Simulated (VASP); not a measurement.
# PbF2 (Fm-3m) in VASP: settings compared, part 2 of 2

VASP 6.6.1. The steps go on from the part before.

### 3 Single point, r2SCAN

Contents of POSCAR:

```
PbF2
1.0
    5.8916182805      0.0000000000      0.0000000000
    0.0000000000      2.9458159531      2.9458164116
    0.0000000000     -2.9458159531      2.9458164116
Pb F
2 4
Direct
    0.5000000000      0.9699092213      0.9699092213
    0.0000000000      0.4699092213      0.4699092213
    0.7500052181      0.9699224599      0.4699213186
    0.2499947819      0.4699213186      0.9699224599
    0.7499947819      0.4699224599      0.9699213186
    0.2500052181      0.9699213186      0.4699224599
```

Contents of INCAR.step1:

```
  ALGO = Normal
  EDIFF = 1E-4
  ENCUT = 520
  GGA = PE
  ISMEAR = 0
  LASPH = T
  LCHARG = F
  LREAL = F
  LWAVE = T
  NBANDS = 37
  NELM = 100
  PREC = Accurate
  SIGMA = 0.01
```

Contents of INCAR.step2:

```
  ALGO = Normal
  EDIFF = 1E-7
  ENCUT = 520
  ISIF = 2
  ISMEAR = 0
  ISTART = 1
  LASPH = T
  LCHARG = F
  LMIXTAU = T
  LREAL = F
  LWAVE = F
  METAGGA = R2SCAN
  NBANDS = 37
  NELM = 100
  PREC = Accurate
  SIGMA = 0.01
```

Contents of KPOINTS:

```
k-points
0
Gamma
  4 6 6
```

Potentials or basis: VASP PAW PBE potentials, release 64 (Pb_d, F).

On the command line:

```bash
cat potpaw_PBE.64/Pb_d/POTCAR potpaw_PBE.64/F/POTCAR > POTCAR
cp INCAR.step1 INCAR
mpirun -np 1 vasp_std > vasp.out
cp INCAR.step2 INCAR
mpirun -np 1 vasp_std > vasp.out
```

OUTCAR:

```text
EDIFF = 1E-7
   ENCUT = 520
   ISIF = 2
   ISMEAR = 0
   ISTART = 1
   LASPH = T
   LREAL = F
   METAGGA = R2SCAN
   NELM = 100
   PREC = Accurate

 ion  position               nearest neighbor table
   1  0.500  0.970  0.970-   5 2.55   6 2.55   3 2.55   4 2.55   5 2.55   6 2.55   3 2.55   4 2.55

   2  0.000  0.470  0.470-   3 2.55   4 2.55   5 2.55   6 2.55   3 2.55   4 2.55   6 2.55   5 2.55

   3  0.750  0.970  0.470-   2 2.55   1 2.55   2 2.55   1 2.55
   4  0.250  0.470  0.970-   2 2.55   1 2.55   2 2.55   1 2.55
   5  0.750  0.470  0.970-   1 2.55   2 2.55   1 2.55   2 2.55
   6  0.250  0.970  0.470-   1 2.55   2 2.55   1 2.55   2 2.55

  LATTYP: Found a simple tetragonal cell.
 ALAT       =     4.1660131973
 C/A-ratio  =     1.4142101816

  Lattice vectors:

 A1 = (   0.0000000000,   2.9458159531,   2.9458164116)
 A2 = (   0.0000000000,  -2.9458159531,   2.9458164116)
 A3 = (   5.8916182805,   0.0000000000,   0.0000000000)

Analysis of symmetry for initial positions (statically):
=====================================================================
 Subroutine PRICEL returns:
 Original cell was already a primitive cell.

 Routine SETGRP: Setting up the symmetry group for a
 simple tetragonal supercell.

 Subroutine GETGRP returns: Found  4 space group operations
 (whereof  2 operations were pure point group operations)
 out of a pool of 16 trial point group operations.

The static configuration has the point symmetry C_2 .
 The point group associated with its full space group is C_2v.

Analysis of symmetry for dynamics (positions and initial velocities):
=====================================================================
 Subroutine PRICEL returns:
 Original cell was already a primitive cell.

 Routine SETGRP: Setting up the symmetry group for a
 simple tetragonal supercell.

 Subroutine GETGRP returns: Found  4 space group operations
 (whereof  2 operations were pure point group operations)
 out of a pool of 16 trial point group operations.

The dynamic configuration has the point symmetry C_2 .
 The point group associated with its full space group is C_2v.

 Subroutine INISYM returns: Found  4 space group operations
 (whereof  2 operations are pure point group operations),
 and found     1 'primitive' translations

----------------------------------------------------------------------------------------

                                     Primitive cell

  volume of cell :     102.2530

  direct lattice vectors                    reciprocal lattice vectors
     5.891618281  0.000000000  0.000000000     0.169732653  0.000000000  0.000000000
     0.000000000  2.945815953  2.945816412     0.000000000  0.169732260  0.169732234
     0.000000000 -2.945815953  2.945816412     0.000000000 -0.169732260  0.169732234

  length of vectors
     5.891618281  4.166013197  4.166013197     0.169732653  0.240037646  0.240037646

  position of ions in fractional coordinates (direct lattice)
     0.500000000  0.969909221  0.969909221
     0.000000000  0.469909221  0.469909221
     0.750005218  0.969922460  0.469921319
     0.249994782  0.469921319  0.969922460
     0.749994782  0.469922460  0.969921319
     0.250005218  0.969921319  0.469922460

  ion indices of the primitive-cell ions
   primitive index   ion index
                 1           1
[... 29 lines left out ...]

 Found     39 irreducible k-points:

 Following reciprocal coordinates:
            Coordinates               Weight
  0.000000  0.000000  0.000000      1.000000
  0.250000  0.000000  0.000000      2.000000
  0.500000  0.000000  0.000000      1.000000
  0.000000  0.166667 -0.000000      4.000000
  0.250000  0.166667 -0.000000      8.000000
  0.500000  0.166667 -0.000000      4.000000
[... 16 lines left out ...]
  0.500000  0.333333  0.166667      4.000000
  0.500000 -0.166667  0.333333      4.000000
 [... further k-points ...]
   k-points           NKPTS =     39   k-points in BZ     NKDIM =     39   number of bands    NBANDS=     37
   number of dos      NEDOS =    301   number of ions     NIONS =      6
   total plane-waves  NPLWV =  49152
   dimension x,y,z NGX =    48 NGY =   32 NGZ =   32
   dimension x,y,z NGXF=    96 NGYF=   64 NGZF=   64
   ions per type =               2   4
   NGX,Y,Z   is equivalent  to a cutoff of  13.54, 12.77, 12.77 a.u.
   NGXF,Y,Z  is equivalent  to a cutoff of  27.09, 25.54, 25.54 a.u.
 SYSTEM =  unknown system
   PREC   = accura    normal or accurate (medium, high low for compatibility)
   ISTART =      1    job   : 0-new  1-cont  2-samecut
   ICHARG =      0    charge: 1-file 2-atom 10-const
   ISPIN  =      1    spin polarized calculation?
   LNONCOLLINEAR =      F non collinear calculations
   LSORBIT =      F    spin-orbit coupling
   LASPH  =      T    aspherical Exc in radial PAW
   ENCUT  =  520.0 eV  38.22 Ry    6.18 a.u.  10.95  7.75  7.75*2*pi/ulx,y,z
   NELM   =    100;   NELMIN=  2; NELMDL=  0     # of ELM steps
   EDIFF  = 0.1E-06   stopping-criterion for ELM
   LREAL  =      F    real-space projection
   EDIFFG = 0.1E-05   stopping-criterion for IOM
   NSW    =      0    number of steps for IOM
   IBRION =     -1    ionic relax: 0-MD 1-quasi-New 2-CG
   NFREE  =      0    steps in history (QN), initial steepest desc. (CG)
   ISIF   =      2    stress and relaxation
   ISYM   =      2    0-nonsym 1-usesym 2-fastsym
   POTIM  = 0.5000    time-step for ionic-motion
   TEBEG  =    0.0;   TEEND  =   0.0 temperature during run
   PSTRESS=    0.0 pullay stress
   NELECT =      56.0000    total number of electrons
   NUPDOWN=      -1.0000    fix difference up-down
   EMIN   =  10.00;   EMAX   =-10.00  energy-range for DOS
   EFERMI =   0.00;   METHOD = LEGACY
   ISMEAR =     0;   SIGMA  =   0.01  broadening in eV -4-tet -1-fermi 0-gaus
   EFERMI_NEDOS =   21; number of points for ismear=-14 and -15
   IALGO  =     38    algorithm
   IMIX   =      4    mixing-type and parameters
     AMIX     =   0.40;   BMIX     =  1.00
     AMIX_MAG =   1.60;   BMIX_MAG =  1.00
  volume/ion in A,a.u.               =      17.04       115.01
  Fermi-wavevector in a.u.,A,eV,Ry     =   1.339406  2.531110 24.408963  1.794008
  Thomas-Fermi vector in A             =   2.467800
   LORBIT       =      0    0 simple, 1 ext, 2 COOP (PROOUT), +10 PAW based schemes
   METAGGA = R2SCAN    functional components
   LHFCALC =     F    Hartree Fock is set to
   AEXX    =    0.0000 exact exchange contribution
   IVDW    =     0    specifies the selected vdW correction
   LEPSILON=     F    determine dielectric tensor
   LRPA    =     F    only Hartree local field effects (RPA)
 non-spin polarized calculation
 Gauss-broadening in eV      SIGMA  =   0.01
  energy-cutoff  :      520.00
  volume of cell :      102.25
 maximum number of plane-waves:      2774
 NGX is ok and might be reduce to    48
   NGX = 21   NGY = 15   NGZ = 15

 number of electron      55.9999975 magnetization

 Free energy of the ion-electron system (eV)
  ---------------------------------------------------
  ext. energy  EPLUGINS =         0.00000000
  ---------------------------------------------------
  free energy    TOTEN  =      -140.31556745 eV

  energy without entropy =     -140.31556745  energy(sigma->0) =     -140.31556745

 E-fermi :   1.8109     XC(G=0): -10.1078

 val. band max:        1.7430650892   @ k =   0.5000   0.5000   0.5000
 cond. band min:       6.6682652156   @ k =   0.0000   0.0000   0.0000
 fundamental gap:      4.9252001264
 Fermi energy:         1.8108703538

 k-point     1 :       0.0000    0.0000    0.0000
  band No.  band energies     occupation
      1     -20.8032      2.00000
      2     -20.5265      2.00000
      3     -20.4122      2.00000
      4     -20.1824      2.00000
      5     -13.1528      2.00000
      6     -13.1528      2.00000
[... 949 lines left out ...]
     36      13.8544      0.00000
     37      16.0980      0.00000

 [... further k-points ...]
[... 5 lines left out ...]
  --------------------------------------------------------------------------------------
  -------------------------------------------------------------------------------------
  Total        0.7203279      0.7194605      0.7190428      0.0000000      0.0000000      0.0000000
  in kB       11.2866463     11.2730555     11.2665116      0.0000000      0.0000000      0.0000000
  external PRESSURE =      11.2754044 kB  Pullay stress =       0.0000000 kB

 VOLUME and BASIS-vectors are now :
 -----------------------------------------------------------------------------
  energy-cutoff  :      520.00
  volume of cell :      102.25
      direct lattice vectors                 reciprocal lattice vectors
     5.891618281  0.000000000  0.000000000     0.169732653  0.000000000  0.000000000
     0.000000000  2.945815953  2.945816412     0.000000000  0.169732260  0.169732234
     0.000000000 -2.945815953  2.945816412     0.000000000 -0.169732260  0.169732234

 POSITION                                       TOTAL-FORCE (eV/Angst)
 -----------------------------------------------------------------------------------
      2.94581      0.00000      5.71435         0.000000      0.000000     -0.000019
      0.00000      0.00000      2.76853         0.000000      0.000000     -0.000019
      4.41874      1.47291      4.24152        -0.000039     -0.000008      0.000009
      1.47287     -1.47291      4.24152         0.000039      0.000008      0.000009
      4.41868     -1.47290      4.24152         0.000039     -0.000008      0.000009
      1.47294      1.47290      4.24152        -0.000039      0.000008      0.000009
 -----------------------------------------------------------------------------------
    total drift:                                0.000000     -0.000002      0.001859

  FREE ENERGIE OF THE ION-ELECTRON SYSTEM (eV)
  ---------------------------------------------------
  free  energy   TOTEN  =      -140.3155674492 eV

  energy  without entropy=     -140.3155674492  energy(sigma->0) =     -140.31556745
```

Wall time 7.1 min (1 thread of Intel Xeon 8259CL, shared host); peak memory 0.29 GiB.

Results:

```yaml
Free_energy: -140.3156 eV
Pressure: 1.1 GPa
Band_gap_on_the_k_mesh: 4.93 eV
```

Caveat: the PAW data sets were made with another functional, which shifts forces and pressure a little; spin-orbit coupling is left out, which moves the levels of the heavy elements.
